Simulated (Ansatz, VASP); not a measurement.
**NbTe in VASP and in Ansatz**

The input POSCAR:

```
NbTe
1.0
    0.0000000000      2.8854941946      2.8854941946
    2.8854941946      0.0000000000      2.8854941946
    2.8854941946      2.8854941946      0.0000000000
Nb Te
1 1
Direct
    0.5000000000      0.5000000000      0.5000000000
    0.0000000000      0.0000000000      0.0000000000
```

Contents of INCAR.step1:

```
SYSTEM = NbTe
ALGO = Normal
EDIFF = 1E-4
ENCUT = 520
GGA = PE
ISMEAR = 0
ISPIN = 2
LASPH = .TRUE.
LCHARG = .FALSE.
LMAXMIX = 4
LREAL = .FALSE.
LWAVE = .TRUE.
MAGMOM = 1.83 0
NBANDS = 20
NELM = 150
PREC = Accurate
SIGMA = 0.05
```

Contents of INCAR.step2:

```
SYSTEM = NbTe
ALGO = Normal
EDIFF = 1E-6
ENCUT = 520
ISIF = 2
ISMEAR = 0
ISPIN = 2
ISTART = 1
LASPH = .TRUE.
LCHARG = .FALSE.
LMAXMIX = 4
LMIXTAU = .TRUE.
LORBIT = 11
LREAL = .FALSE.
LWAVE = .FALSE.
MAGMOM = 1.83 0
METAGGA = R2SCAN
NBANDS = 20
NELM = 150
PREC = Accurate
SIGMA = 0.05
```

Contents of KPOINTS:

```
k-points
0
G
  10 10 10
  0 0 0
```

Input for Ansatz:

```yaml
crystal:
  lattice:
    - [0.0, 2.8854941946, 2.8854941946]
    - [2.8854941946, 0.0, 2.8854941946]
    - [2.8854941946, 2.8854941946, 0.0]
  atoms:
    - { symbol: Nb, position: [0.5, 0.5, 0.5], spin: 1.83 }
    - { symbol: Te, position: [0.0, 0.0, 0.0] }
basis:
  ecutwfc: 500
  ecutrho_ratio: 4
kpoints:
  mp_grid: { grid: [10, 10, 10] }
hamiltonian:
  xc: r2scan
scf:
  occupations: { method: gaussian, width: 0.05 }
output:
  forces: true
  stress: true
  eigenvalues: true
  populations: true
magnetization:
  spin_polarized: true
```

Alike in both runs: task single point; functional r2SCAN; k mesh 10 × 10 × 10; occupations gaussian, width 0.05 eV; collinear spin.

|  | VASP | Ansatz |
| --- | --- | --- |
| version | VASP 6.6.1 | Ansatz 0.2.0 |
| potentials or method | VASP PAW PBE potentials, release 64 (Nb_sv, Te), cutoff 520 eV | scalar-relativistic, plane waves, PAW |
| valence electrons in the cell | 19 | 29 |

Ansatz gave:

| Quantity | Value |
| --- | --- |
| gap on the k mesh at the Fermi level (eV) | none |
| pressure (GPa) | 4.9 |
| net moment per atom (μB) | 1.31 |

Task: What did VASP give for the same quantities?

Result: gap on the k mesh at the Fermi level (eV): none; pressure (GPa): 4.8; net moment per atom (μB): 1.31.

VASP's potentials were made for PBE, not for r2SCAN. A gap of «none» marks a metal or a gap that the smearing closes. VASP's potentials hold 19 valence electrons a cell and Ansatz's 29, so a difference there can come from the potentials and not from the codes. Ansatz's warnings: stability check not made.

Neither program's run includes spin-orbit coupling.
